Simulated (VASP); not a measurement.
## LiBeF3: single point with PBE

The system is LiBeF3.

```
Li Be F
1.0
     2.71828    0.00000    0.00000
     0.00000    2.56931    3.72206
     0.00000   -2.56931    3.72206
Li Be F
1 1 3
Direct
  0.50000 0.68331 0.68331
  0.00000 0.05478 0.05478
  0.50000 0.93864 0.93864
  0.00000 0.91197 0.41083
  0.00000 0.41083 0.91197
```

```yaml
Program: VASP 6.6.1
Task: single point
Functional: PBE
Potentials_or_basis: VASP PAW PBE potentials, release 64 (Li_sv, Be, F)
Cutoff: 520 eV
k_mesh: 8 × 6 × 6
Occupations: gaussian, width 0.02 eV
Spin: no spin polarisation
```

- Largest force: 0.034 eV/Å
- Band gap on the k mesh: 7.85 eV (least direct gap 7.87 eV)

Forces in eV/Å, atoms in the order of the input:
```
Li   0.000  0.000  0.016
Be   0.000  0.000 -0.024
F    0.000  0.000 -0.027
F    0.000 -0.029  0.017
F    0.000  0.029  0.017
```

Levels at points of the mesh, in eV from the valence-band top:
| k point | band 9 | band 10 | band 11 | band 12 | band 13 | band 14 | band 15 | band 16 | band 17 | band 18 |
| --- | --- | --- | --- | --- | --- | --- | --- | --- | --- | --- |
| (0.00, 0.00, 0.00) | -0.79 | -0.61 | -0.27 | -0.03 | -0.02 | 7.85 | 12.08 | 13.68 | 14.79 | 15.78 |
| (0.50, 0.00, 0.00) | -1.86 | -1.68 | -1.31 | -0.87 | -0.10 | 12.70 | 12.83 | 14.26 | 15.87 | 16.51 |
| (0.00, 0.50, 0.00) | -1.67 | -1.06 | -0.34 | -0.27 | -0.13 | 9.70 | 10.68 | 12.81 | 16.30 | 16.82 |
| (0.50, 0.50, 0.00) | -2.00 | -1.60 | -0.78 | -0.76 | -0.55 | 12.69 | 13.06 | 14.29 | 15.09 | 16.29 |
| (0.00, 0.50, 0.50) | -1.69 | -1.37 | -0.42 | -0.22 | -0.04 | 10.06 | 11.69 | 13.16 | 13.42 | 17.27 |
| (0.50, 0.50, 0.50) | -1.69 | -1.02 | -0.73 | -0.70 | 0.00 | 12.11 | 13.32 | 14.12 | 14.19 | 15.13 |

Run time: 42 s on 1 thread of AMD EPYC 9R45 96-Core Processor (Zen 5) (shared host), peak memory 0.17 GiB.

 A k mesh can miss the band edges.
